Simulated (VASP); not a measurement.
Wanted: the native input for a VASP 6.6.1 run.

```
Task                   : single point
Functional             : PBEsol
Potentials or basis    : VASP PAW PBE potentials, release 64 (Ge_d)
Cutoff                 : 520 eV
k mesh                 : 11 × 11 × 11
Occupations            : gaussian, width 0.02 eV
Spin                   : no spin polarisation
Dipole correction      : no
Further INCAR settings : ALGO = Normal; EDIFF = 1e-07; NBANDS = 21
```

The structure of Ge lies in POSCAR:

```
Ge
1.0
   -2.5744897190      2.5744897190      1.3974126432
    2.5744897190     -2.5744897190      1.3974126432
    2.5744897190      2.5744897190     -1.3974126432
Ge
2
Direct
    0.5000000000      0.5000000000      0.0000000000
    0.2500000000      0.7500000000      0.5000000000
```

The input as run:

INCAR

```
PREC = Accurate
ENCUT = 520
EDIFF = 1E-7
ISMEAR = 0
SIGMA = 0.02
LREAL = F
LASPH = T
NELM = 60
ALGO = Normal
ISIF = 2
LWAVE = F
LCHARG = F
GGA = PS
NBANDS = 21
```

KPOINTS

```
Automatic mesh
0
Gamma
  11 11 11
```

Potentials or basis: VASP PAW PBE potentials, release 64 (Ge_d).

Launch:

```bash
$ cat potpaw_PBE.64/Ge_d/POTCAR > POTCAR
$ mpirun -np 1 vasp_std > vasp.out
```

Results of the run:

```
Pressure               : -0.6 GPa
Band gap on the k mesh : zero (bands 14 and 15 overlap by 4.72 eV)
```

Caveat: the PAW data sets were made with another functional, which shifts forces and pressure a little.

Wall time 2.8 min on 1 thread of AMD EPYC 7R13, on a shared host, peak memory 0.19 GiB.
